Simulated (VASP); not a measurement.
TaN:

```
Ta N
1.0
     0.00000    2.17900    2.17900
     2.17900    0.00000    2.17900
     2.17900    2.17900    0.00000
Ta N
1 1
Cartesian
  2.1790 2.1790 2.1790
  0.0000 0.0000 0.0000
```

- Program: VASP 6.6.1
- Task: relaxation of cell and atoms
- Functional: r2SCAN
- Potentials or basis: VASP PAW PBE potentials, release 64 (Ta_pv, N)
- Cutoff: 600 eV
- k mesh: 8 × 8 × 8
- Occupations: gaussian, width 0.1 eV
- Spin: no spin polarisation

At the start: pressure 12.2 GPa; volume 10.35 Å³/atom.

How do energy, volume and symmetry change on relaxing?

Over 3 steps the energy falls by 12.5 meV/atom and the volume is 10.70 Å³/atom (+3.4 %); space group Fm-3m (No. 225, to 0.05 Å).

The path:
```tsv
step	energy change (eV)	largest force (eV/Å)	pressure (GPa)	volume (Å³)
1	0.0000	0.0000	12.18	20.69
2	0.1126	0.0000	-23.27	23.14
3	-0.0250	0.0000	-0.33	21.39
```

Final structure:
```
Ta N
1.0
     0.00000    2.20336    2.20336
     2.20336    0.00000    2.20336
     2.20336    2.20336    0.00000
Ta N
1 1
Cartesian
  2.2034 2.2034 2.2034
  0.0000 0.0000 0.0000
```

Caveat: the PAW data sets were made with another functional, which shifts forces and pressure a little.
